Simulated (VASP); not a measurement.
Crystal: SnO2.

```
Sn O
1.0
     0.00000    2.57147    2.52598
     2.57147    0.00000    2.52598
     2.57147    2.57147    0.00000
Sn O
1 2
Direct
  0.00000 0.00000 0.00000
  0.25000 0.25000 0.25000
  0.75000 0.75000 0.75000
```

This cell differs from its parent crystal: epitaxial xy strain +1.5%.

Base run:

```yaml
Program: VASP 6.6.1
Functional: PBE
Potentials_or_basis: VASP PAW PBE potentials, release 64 (Sn_d, O)
Cutoff: 520 eV
k_mesh: 8 × 8 × 8
Occupations: fermi-dirac, width 0.02 eV
Spin: no spin polarisation
```

Its results: band gap on the k mesh zero (band 13 reaches 7.71 eV, above the bottom of band 14 at 7.66 eV); pressure 4.3 GPa.

Question: The run is repeated on the same cell with these changes: functional from PBE to r2SCAN. What comes out?

Answer: Band gap on the k mesh 0.50 eV, indirect (least direct gap 1.74 eV); pressure -4.5 GPa.

r2SCAN gives the wider gap, since meta-GGAs in the generalised Kohn-Sham scheme recover part of the derivative discontinuity.

Caveats: spin-orbit coupling is left out, which moves the levels of the heavy elements; the PAW data sets were made with another functional, which shifts forces and pressure a little (some runs).

A k mesh can miss the band edges.
